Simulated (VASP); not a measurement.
A run of VASP 6.6.1:

The input INCAR:

```
SYSTEM = TiO2
PREC = Accurate
ENCUT = 520
EDIFF = 1E-6
ISMEAR = -1
SIGMA = 0.05
LREAL = .FALSE.
LASPH = .TRUE.
NELM = 60
ALGO = Normal
ISIF = 2
LWAVE = .FALSE.
LCHARG = .FALSE.
GGA = PE
NBANDS = 33
```

KPOINTS

```
Automatic mesh
0
G
  8 8 8
  0 0 0
```

Contents of POSCAR:

```
TiO2
1.0
   -1.8921000000      1.8921000000      4.7573000000
    1.8921000000     -1.8921000000      4.7573000000
    1.8921000000      1.8921000000     -4.7573000000
Ti O
2 4
Direct
    0.7500000000      0.2500000000      0.5000000000
    0.0000000000      0.0000000000      0.0000000000
    0.7912107419      0.7912107419      0.0000000000
    0.5412107419      0.0412107419      0.5000000000
    0.9587892581      0.4587892581      0.5000000000
    0.2087892581      0.2087892581      0.0000000000
```

Potentials or basis: VASP PAW PBE potentials, release 64 (Ti_sv, O).

Launch:

```sh
$ cat potpaw_PBE.64/Ti_sv/POTCAR potpaw_PBE.64/O/POTCAR > POTCAR
$ mpirun -np 1 vasp_std > vasp.out
```

Hardware: 1 thread of AMD EPYC 9R45 96-Core Processor (Zen 5), with other jobs on the host.

Question: Estimate the wall time of this run.

Answer: Wall time 2.8 min on 1 thread of AMD EPYC 9R45 96-Core Processor (Zen 5) (shared host), peak memory 0.28 GiB. Counts: scf iterations 16, k points 59.
